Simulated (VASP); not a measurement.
Here is a VASP 6.6.1 calculation.

INCAR

```
ALGO = Fast
EDIFF = 1E-6
ENCUT = 520
GGA = PS
ISIF = 2
ISMEAR = -1
LASPH = True
LCHARG = True
LELF = True
LREAL = False
LVHAR = True
LWAVE = False
NBANDS = 26
NELM = 80
PREC = Accurate
SIGMA = 0.05
```

The input KPOINTS:

```
k-points
0
Gamma
  6 6 6
```

POSCAR

```
Rb3Ba
1.0
   -2.5743071849      2.5743071849      5.3878882416
    2.5743071849     -2.5743071849      5.3878882416
    2.5743071849      2.5743071849     -5.3878882416
Ba Rb
1 3
Direct
    0.0000000000      0.0000000000      0.0000000000
    0.5000000000      0.5000000000      0.0000000000
    0.2500000000      0.7500000000      0.5000000000
    0.7500000000      0.2500000000      0.5000000000
```

Potentials or basis: VASP PAW PBE potentials, release 64 (Ba_sv, Rb_sv).

The run is started by

```sh
$ cat potpaw_PBE.64/Ba_sv/POTCAR potpaw_PBE.64/Rb_sv/POTCAR > POTCAR
$ mpirun -np 1 vasp_std > vasp.out
```

Question: Predict the band gap on the k mesh.

Answer: Zero (an odd number of electrons rules out a gap without spin polarisation).

Question: Estimate the pressure.

Answer: 10.1 GPa.

Caveat: the cell stands under pressure; the PAW data sets were made with another functional, which shifts forces and pressure a little; spin-orbit coupling is left out, which moves the levels of the heavy elements.
